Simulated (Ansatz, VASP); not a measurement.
# One calculation of Ti, two programs

The input POSCAR:

```
Ti
1.0
    0.0000000000     -3.2517897414      0.0000000000
   -3.2517897414      0.0000000000      0.0000000000
    0.0000000000      0.0000000000     -3.2517897414
Ti
2
Direct
    0.5000000000      0.5000000000      0.5000000000
    0.0000000000      0.0000000000      0.0000000000
```

INCAR.step1

```
PREC     = Accurate       # precision mode
ENCUT    = 520            # plane-wave cutoff, eV
ISMEAR   = 0              # smearing method
SIGMA    = 0.15           # smearing width, eV
LREAL    = F              # projectors in reciprocal space
LASPH    = T              # aspherical terms in the spheres
NELM     = 100            # most SCF steps
NBANDS   = 19             # bands
GGA      = PE             # functional
ALGO     = Normal         # electronic algorithm
EDIFF    = 1E-4           # SCF threshold, eV
LWAVE    = T              # write WAVECAR
LCHARG   = F              # write CHGCAR
```

INCAR.step2

```
PREC     = Accurate       # precision mode
ENCUT    = 520            # plane-wave cutoff, eV
EDIFF    = 1E-7           # SCF threshold, eV
ISMEAR   = 0              # smearing method
SIGMA    = 0.15           # smearing width, eV
LREAL    = F              # projectors in reciprocal space
LASPH    = T              # aspherical terms in the spheres
NELM     = 100            # most SCF steps
ALGO     = Normal         # electronic algorithm
ISIF     = 2              # what is computed and relaxed
LWAVE    = F              # write WAVECAR
LCHARG   = F              # write CHGCAR
METAGGA  = R2SCAN         # meta-GGA
LMIXTAU  = T            
NBANDS   = 19             # bands
ISTART   = 1
```

File KPOINTS:

```
Automatic mesh
0
Gamma
  18 18 18
```

Input for Ansatz:

```yaml
crystal:
  lattice:
    - [0.0, -3.2517897414, 0.0]
    - [-3.2517897414, 0.0, 0.0]
    - [0.0, 0.0, -3.2517897414]
  atoms:
    - { symbol: Ti, position: [0.5, 0.5, 0.5] }
    - { symbol: Ti, position: [0.0, 0.0, 0.0] }
basis:
  ecutwfc: 500
kpoints:
  mp_grid: { grid: [18, 18, 18] }
hamiltonian:
  xc: r2scan
scf:
  occupations: { method: gaussian, width: 0.15 }
output:
  forces: true
  stress: true
  eigenvalues: true
  write_density: true
  write_potential: true
  elf: true
  volumetric_format: npy
```

Alike in both runs: task single point; functional r2SCAN; k mesh 18 × 18 × 18; occupations gaussian, width 0.15 eV; no spin polarisation.

|  | VASP | Ansatz |
| --- | --- | --- |
| version | VASP 6.6.1 | Ansatz 0.2.0 |
| potentials or method | VASP PAW PBE potentials, release 64 (Ti_sv), cutoff 520 eV | scalar-relativistic, plane waves, PAW |
| valence electrons in the cell | 24 | 24 |

Ansatz gave:

```
gap on the k mesh at the Fermi level (eV) : none
pressure (GPa)                            : 0.1
```

Q: Which values does VASP return?

A: gap on the k mesh at the Fermi level (eV): none; pressure (GPa): 0.5.

VASP's potentials were made for PBE, not for r2SCAN. A gap of «none» marks a metal or a gap that the smearing closes. With one functional, cell and mesh, what is left measures potentials, basis and numerics.
